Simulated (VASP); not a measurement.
# CuPt6 (Fm-3m) in VASP: further runs

The runs below take CuPt6 through single point, with PBE.

Program: VASP 6.6.1. These are calculated values, not measurements. Logs are shortened: lines on timing, memory, paths and dates and some standing lists are left out, and cuts for length are marked.

### Step 1. The cell of the first run

It takes space group Fm-3m (No. 225, cubic). The conventional cell has a = 7.741 Å, b = 7.741 Å, c = 7.741 Å, α = 90.00°, β = 90.00°, γ = 90.00°. Within 3.3 Å of Cu (site symmetry m-3m) lie 6 Pt at 2.50 Å. Pt (site symmetry 4mm) has 4 Pt at 1.94 Å and 1 Cu at 2.50 Å within 2.6 Å.

### Step 2. Single point, PBE

INCAR reads:

```
SYSTEM = CuPt6
PREC = Accurate
ENCUT = 520
EDIFF = 1E-6
ISMEAR = 0
SIGMA = 0.1
LREAL = .FALSE.
LASPH = .TRUE.
NELM = 60
ALGO = Normal
ISIF = 2
LWAVE = .FALSE.
LCHARG = .FALSE.
GGA = PE
NBANDS = 44
```

KPOINTS reads:

```
regular mesh
0
G
  4 4 4
  0 0 0
```

POSCAR reads:

```
CuPt6
1.0
    0.0000000000      3.8704704400      3.8704704400
    3.8704704400      0.0000000000      3.8704704400
    3.8704704400      3.8704704400      0.0000000000
Cu Pt
1 6
Direct
    0.0000000000      0.0000000000      0.0000000000
    0.3227001200      0.6772998800      0.6772998800
    0.6772998800      0.3227001200      0.3227001200
    0.6772998800      0.3227001200      0.6772998800
    0.3227001200      0.6772998800      0.3227001200
    0.6772998800      0.6772998800      0.3227001200
    0.3227001200      0.3227001200      0.6772998800
```

Potentials or basis: VASP PAW PBE potentials, release 64 (Cu, Pt).

On the command line:

```bash
cat potpaw_PBE.64/Cu/POTCAR potpaw_PBE.64/Pt/POTCAR > POTCAR
mpirun -np 1 vasp_std > vasp.out
```

OUTCAR:

```text
SYSTEM = CuPt6
   PREC = Accurate
   ENCUT = 520
   EDIFF = 1E-6
   ISMEAR = 0
   LREAL = .FALSE.
   LASPH = .TRUE.
   NELM = 60
   ISIF = 2
   GGA = PE

 ion  position               nearest neighbor table
   1  0.000  0.000  0.000-   2 2.50   3 2.50   4 2.50   5 2.50   6 2.50   7 2.50
   2  0.323  0.677  0.677-   4 1.94   5 1.94   6 1.94   7 1.94   1 2.50   3 2.74
   3  0.677  0.323  0.323-   4 1.94   5 1.94   6 1.94   7 1.94   1 2.50   2 2.74
   4  0.677  0.323  0.677-   2 1.94   3 1.94   6 1.94   7 1.94   1 2.50   5 2.74
   5  0.323  0.677  0.323-   2 1.94   3 1.94   6 1.94   7 1.94   1 2.50   4 2.74
   6  0.677  0.677  0.323-   2 1.94   3 1.94   4 1.94   5 1.94   1 2.50   7 2.74
   7  0.323  0.323  0.677-   2 1.94   3 1.94   4 1.94   5 1.94   1 2.50   6 2.74

  LATTYP: Found a face centered cubic cell.
 ALAT       =     7.7409408800

  Lattice vectors:

 A1 = (   0.0000000000,   3.8704704400,   3.8704704400)
 A2 = (   3.8704704400,   0.0000000000,   3.8704704400)
 A3 = (   3.8704704400,   3.8704704400,   0.0000000000)

Analysis of symmetry for initial positions (statically):
=====================================================================
 Subroutine PRICEL returns:
 Original cell was already a primitive cell.

 Routine SETGRP: Setting up the symmetry group for a
 face centered cubic supercell.

 Subroutine GETGRP returns: Found 48 space group operations
 (whereof 48 operations were pure point group operations)
 out of a pool of 48 trial point group operations.

The static configuration has the point symmetry O_h .

Analysis of symmetry for dynamics (positions and initial velocities):
=====================================================================
 Subroutine PRICEL returns:
 Original cell was already a primitive cell.

 Routine SETGRP: Setting up the symmetry group for a
 face centered cubic supercell.

 Subroutine GETGRP returns: Found 48 space group operations
 (whereof 48 operations were pure point group operations)
 out of a pool of 48 trial point group operations.

The dynamic configuration has the point symmetry O_h .

 Subroutine INISYM returns: Found 48 space group operations
 (whereof 48 operations are pure point group operations),
 and found     1 'primitive' translations

----------------------------------------------------------------------------------------

                                     Primitive cell

  volume of cell :     115.9635

  direct lattice vectors                    reciprocal lattice vectors
     0.000000000  3.870470440  3.870470440    -0.129183263  0.129183263  0.129183263
     3.870470440  0.000000000  3.870470440     0.129183263 -0.129183263  0.129183263
     3.870470440  3.870470440  0.000000000     0.129183263  0.129183263 -0.129183263

  length of vectors
     5.473671789  5.473671789  5.473671789     0.223751975  0.223751975  0.223751975

  position of ions in fractional coordinates (direct lattice)
     0.000000000  0.000000000  0.000000000
     0.322700120  0.677299880  0.677299880
     0.677299880  0.322700120  0.322700120
     0.677299880  0.322700120  0.677299880
     0.322700120  0.677299880  0.322700120
     0.677299880  0.677299880  0.322700120
     0.322700120  0.322700120  0.677299880

  ion indices of the primitive-cell ions
   primitive index   ion index
                 1           1
                 2           2
                 3           3
                 4           4
                 5           5
                 6           6
                 7           7

----------------------------------------------------------------------------------------

 KPOINTS: regular mesh

Automatic generation of k-mesh.
 Grid dimensions read from file:
 generate k-points for:    4    4    4

 Generating k-lattice:

  Cartesian coordinates                     Fractional coordinates (reciprocal lattice)
    -0.032295816  0.032295816  0.032295816     0.250000000  0.000000000  0.000000000
     0.032295816 -0.032295816  0.032295816     0.000000000  0.250000000  0.000000000
     0.032295816  0.032295816 -0.032295816     0.000000000  0.000000000  0.250000000

  Length of vectors
     0.055937994  0.055937994  0.055937994

  Shift w.r.t. Gamma in fractional coordinates (k-lattice)
     0.000000000  0.000000000  0.000000000

 Subroutine IBZKPT returns following result:
 ===========================================

 Found      8 irreducible k-points:

 Following reciprocal coordinates:
            Coordinates               Weight
  0.000000  0.000000  0.000000      1.000000
  0.250000  0.000000  0.000000      8.000000
  0.500000  0.000000  0.000000      4.000000
  0.250000  0.250000  0.000000      6.000000
  0.500000  0.250000  0.000000     24.000000
 -0.250000  0.250000  0.000000     12.000000
  0.500000  0.500000  0.000000      3.000000
 -0.250000  0.500000  0.250000      6.000000
   k-points           NKPTS =      8   k-points in BZ     NKDIM =      8   number of bands    NBANDS=     44
   number of dos      NEDOS =    301   number of ions     NIONS =      7
   total plane-waves  NPLWV =  74088
   dimension x,y,z NGX =    42 NGY =   42 NGZ =   42
   dimension x,y,z NGXF=    84 NGYF=   84 NGZF=   84
   ions per type =               1   6
   NGX,Y,Z   is equivalent  to a cutoff of  12.76, 12.76, 12.76 a.u.
   NGXF,Y,Z  is equivalent  to a cutoff of  25.51, 25.51, 25.51 a.u.
 SYSTEM =  CuPt6
   PREC   = accura    normal or accurate (medium, high low for compatibility)
   ISTART =      0    job   : 0-new  1-cont  2-samecut
   ICHARG =      2    charge: 1-file 2-atom 10-const
   ISPIN  =      1    spin polarized calculation?
   LNONCOLLINEAR =      F non collinear calculations
   LSORBIT =      F    spin-orbit coupling
   LASPH  =      T    aspherical Exc in radial PAW
   ENCUT  =  520.0 eV  38.22 Ry    6.18 a.u.  10.18 10.18 10.18*2*pi/ulx,y,z
   NELM   =     60;   NELMIN=  2; NELMDL= -5     # of ELM steps
   EDIFF  = 0.1E-05   stopping-criterion for ELM
   LREAL  =      F    real-space projection
   EDIFFG = 0.1E-04   stopping-criterion for IOM
   NSW    =      0    number of steps for IOM
   IBRION =     -1    ionic relax: 0-MD 1-quasi-New 2-CG
   NFREE  =      0    steps in history (QN), initial steepest desc. (CG)
   ISIF   =      2    stress and relaxation
   ISYM   =      2    0-nonsym 1-usesym 2-fastsym
   POTIM  = 0.5000    time-step for ionic-motion
   TEBEG  =    0.0;   TEEND  =   0.0 temperature during run
   PSTRESS=    0.0 pullay stress
   NELECT =      71.0000    total number of electrons
   NUPDOWN=      -1.0000    fix difference up-down
   EMIN   =  10.00;   EMAX   =-10.00  energy-range for DOS
   EFERMI =   0.00;   METHOD = LEGACY
   ISMEAR =     0;   SIGMA  =   0.10  broadening in eV -4-tet -1-fermi 0-gaus
   EFERMI_NEDOS =   21; number of points for ismear=-14 and -15
   IALGO  =     38    algorithm
   IMIX   =      4    mixing-type and parameters
     AMIX     =   0.40;   BMIX     =  1.00
     AMIX_MAG =   1.60;   BMIX_MAG =  1.00
  volume/ion in A,a.u.               =      16.57       111.79
  Fermi-wavevector in a.u.,A,eV,Ry     =   1.390125  2.626955 26.292545  1.932448
  Thomas-Fermi vector in A             =   2.514090
   LORBIT       =      0    0 simple, 1 ext, 2 COOP (PROOUT), +10 PAW based schemes
   GGA     = PE    functional components
   LHFCALC =     F    Hartree Fock is set to
   AEXX    =    0.0000 exact exchange contribution
   IVDW    =     0    specifies the selected vdW correction
   LEPSILON=     F    determine dielectric tensor
   LRPA    =     F    only Hartree local field effects (RPA)
 non-spin polarized calculation
 Gauss-broadening in eV      SIGMA  =   0.10
  energy-cutoff  :      520.00
  volume of cell :      115.96
 maximum number of plane-waves:      3142
 NGX is ok and might be reduce to    42
   NGX = 21   NGY = 21   NGZ = 21

 number of electron      70.9999984 magnetization

 Free energy of the ion-electron system (eV)
  ---------------------------------------------------
  ext. energy  EPLUGINS =         0.00000000
  ---------------------------------------------------
  free energy    TOTEN  =        33.68565229 eV

  energy without entropy =       33.70986900  energy(sigma->0) =       33.69776065

 E-fermi :  10.3947     XC(G=0): -11.8001

 val. band max:       10.3222170134   @ k =   0.2500   0.0000   0.0000
 cond. band min:      10.4024572649   @ k =  -0.2500   0.2500   0.0000
 fundamental gap:      0.0802402514
 Fermi energy:        10.3946562983

 k-point     1 :       0.0000    0.0000    0.0000
  band No.  band energies     occupation
      1      -6.9946      2.00000
      2      -2.7494      2.00000
      3      -2.7494      2.00000
      4      -2.7494      2.00000
      5      -2.5417      2.00000
      6      -1.4898      2.00000
[... 36 lines left out ...]
     43      12.4151      0.00000
     44      14.0685      0.00000

 k-point     2 :       0.2500    0.0000    0.0000
  band No.  band energies     occupation
      1      -6.9369      2.00000
      2      -2.7017      2.00000
      3      -2.6700      2.00000
      4      -2.6700      2.00000
      5      -2.4731      2.00000
      6      -1.5315      2.00000
[... 36 lines left out ...]
     43      13.3972      0.00000
     44      14.3461      0.00000

 k-point     3 :       0.5000    0.0000    0.0000
  band No.  band energies     occupation
      1      -6.8780      2.00000
      2      -2.6572      2.00000
      3      -2.5896      2.00000
      4      -2.5896      2.00000
      5      -2.4028      2.00000
      6      -1.5723      2.00000
[... 224 lines left out ...]
     43      17.2100      0.00000
     44      17.7346      0.00000

 k-point     8 :      -0.2500    0.5000    0.2500
  band No.  band energies     occupation
      1      -6.8645      2.00000
      2      -2.5971      2.00000
      3      -2.5971      2.00000
      4      -2.4836      2.00000
      5      -2.3502      2.00000
      6      -1.2787      2.00000
[... 36 lines left out ...]
     43      14.9549      0.00000
     44      17.9113      0.00000

------------------------ aborting loop because EDIFF is reached ----------------------------------------

  FORCE on cell =-STRESS in cart. coord.  units (eV):
  Direction    XX          YY          ZZ          XY          YZ          ZX
  --------------------------------------------------------------------------------------
  -------------------------------------------------------------------------------------
  Total      201.9875027    201.9875027    201.9875027     -0.0000000     -0.0000000      0.0000000
  in kB     2790.7043006   2790.7043006   2790.7043006     -0.0000000     -0.0000000      0.0000000
  external PRESSURE =    2790.7043006 kB  Pullay stress =       0.0000000 kB

 VOLUME and BASIS-vectors are now :
 -----------------------------------------------------------------------------
  energy-cutoff  :      520.00
  volume of cell :      115.96
      direct lattice vectors                 reciprocal lattice vectors
     0.000000000  3.870470440  3.870470440    -0.129183263  0.129183263  0.129183263
     3.870470440  0.000000000  3.870470440     0.129183263 -0.129183263  0.129183263
     3.870470440  3.870470440  0.000000000     0.129183263  0.129183263 -0.129183263

 POSITION                                       TOTAL-FORCE (eV/Angst)
 -----------------------------------------------------------------------------------
      0.00000      0.00000      0.00000        -0.000000     -0.000000     -0.000000
      5.24294      3.87047      3.87047        73.327069     -0.000000     -0.000000
      2.49800      3.87047      3.87047       -73.327069     -0.000000     -0.000000
      3.87047      5.24294      3.87047        -0.000000     73.327069     -0.000000
      3.87047      2.49800      3.87047        -0.000000    -73.327069     -0.000000
      3.87047      3.87047      5.24294        -0.000000     -0.000000     73.327069
      3.87047      3.87047      2.49800        -0.000000     -0.000000    -73.327069
 -----------------------------------------------------------------------------------
    total drift:                               -0.000000     -0.000000     -0.000000

  FREE ENERGIE OF THE ION-ELECTRON SYSTEM (eV)
  ---------------------------------------------------
  free  energy   TOTEN  =        33.6856522932 eV

  energy  without entropy=       33.7098689998  energy(sigma->0) =       33.69776065
```

It took 50 s on 1 thread of Intel Xeon 6975P-C (Granite Rapids), shared host; peak memory 0.26 GiB.

Results:

| Property | Result |
| --- | --- |
| Free energy | 33.6857 eV |
| Pressure | 279.1 GPa |
| Largest force | 73.327 eV/Å |

Forces on the atoms (eV/Å):
```
Cu    0.000   0.000   0.000
Pt   73.327   0.000   0.000
Pt  -73.327   0.000   0.000
Pt    0.000  73.327   0.000
Pt    0.000 -73.327   0.000
Pt    0.000   0.000  73.327
Pt    0.000   0.000 -73.327
```

Levels at points of the mesh, in eV from the Fermi level:
```
           k point  band 31  band 32  band 33  band 34  band 35  band 36  band 37  band 38  band 39  band 40
(0.00, 0.00, 0.00)    -1.18    -0.33    -0.33     0.80     0.80     0.80     0.86     0.86     0.86     1.99
(0.50, 0.00, 0.00)    -1.86    -1.86    -1.06    -0.49    -0.49     0.12     1.38     1.85     2.05     2.05
(0.50, 0.50, 0.00)    -2.20    -1.89    -0.32    -0.24    -0.24     0.22     0.22     0.52     0.78     1.56
```

Caveat: spin-orbit coupling is left out, which moves the levels of the heavy elements; forces of over 1 eV/Å act on the atoms, so gaps and moduli don't describe the material at rest.

[end of part 1 of 2]
